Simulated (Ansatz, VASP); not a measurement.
PtS2: VASP beside Ansatz

```xyz
6
Lattice="3.5415 0.0000 0.0000 -1.7708 3.0671 0.0000 0.0000 0.0000 22.4671" Properties=species:S:1:pos:R:3 pbc="T T T"
S     1.7708    1.0224    4.5000
S     0.0000    2.0447    6.9835
S    -0.2951    2.5559   10.2235
S     1.4756    1.5335   12.7071
Pt    0.0000    0.0000    5.7418
Pt    1.4756    3.5782   11.4653
```

Alike in both runs: task single point; functional PBE; dispersion D3(BJ); k mesh 9 × 9 × 1; occupations gaussian, width 0.05 eV; no spin polarisation.

```csv
,VASP,Ansatz
version,VASP 6.6.1,Ansatz 0.2.0
potentials or method,"VASP PAW PBE potentials, release 64 (S, Pt), cutoff 520 eV","scalar-relativistic, plane waves, PAW"
valence electrons in the cell,44,60
```

```csv
,VASP,Ansatz,Ansatz less VASP
gap on the k mesh at the Fermi level (eV),1.22,1.21,-0.008
least direct gap on the mesh (eV),1.34,1.33,-0.009
rms of the force components (eV/Å),0.068,0.057,-0.0114
```

VASP's potentials hold 44 valence electrons a cell and Ansatz's 60, so a difference there can come from the potentials and not from the codes.

Spin-orbit coupling is off throughout.
